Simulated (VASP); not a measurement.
Set up this calculation in VASP 6.6.1, as the native input.

- Task: single point
- Functional: PBE
- Potentials or basis: VASP PAW PBE potentials, release 64 (Ca_sv, Se)
- Cutoff: 520 eV
- k mesh: 8 × 8 × 8
- Occupations: fermi-dirac, width 0.02 eV
- Spin: no spin polarisation
- Dipole correction: no
- Further INCAR settings: ALGO = Normal; EDIFF = 1e-06; NBANDS = 15

The structure of CaSe lies in POSCAR:

```
CaSe
1.0
    0.0000000000      3.0515163699      2.9675351259
    3.0515163699      0.0000000000      2.9675351259
    3.0515163699      3.0515163699      0.0000000000
Ca Se
1 1
Direct
    0.0000000000      0.0000000000      0.0000000000
    0.5000000000      0.5000000000      0.5000000000
```

This cell differs from its parent crystal: biaxial xy strain +2.8%.

These files were run (other wordings do the same):

INCAR

```
SYSTEM = CaSe
ALGO = Normal
EDIFF = 1E-6
ENCUT = 520
GGA = PE
ISIF = 2
ISMEAR = -1
LASPH = .TRUE.
LCHARG = .TRUE.
LELF = .TRUE.
LREAL = .FALSE.
LVHAR = .TRUE.
LWAVE = .FALSE.
NBANDS = 15
NELM = 100
PREC = Accurate
SIGMA = 0.02
```

KPOINTS

```
k-points
0
G
  8 8 8
  0 0 0
```

Potentials or basis: VASP PAW PBE potentials, release 64 (Ca_sv, Se).

Launch:

```console
$ cat potpaw_PBE.64/Ca_sv/POTCAR potpaw_PBE.64/Se/POTCAR > POTCAR
$ mpirun -np 1 vasp_std > vasp.out
```

Results of the run:

The pressure is -1.7 GPa and the band gap on the k mesh is 2.16 eV, indirect (least direct gap 2.98 eV).

Caveat: the cell differs from its parent crystal (biaxial xy strain +2.8%).

Wall time 44 s on 1 thread of Intel(R) Xeon(R) Platinum 8259CL CPU @ 2.50GHz (Skylake/Cascade Lake) (shared host), peak memory 0.2 GiB.
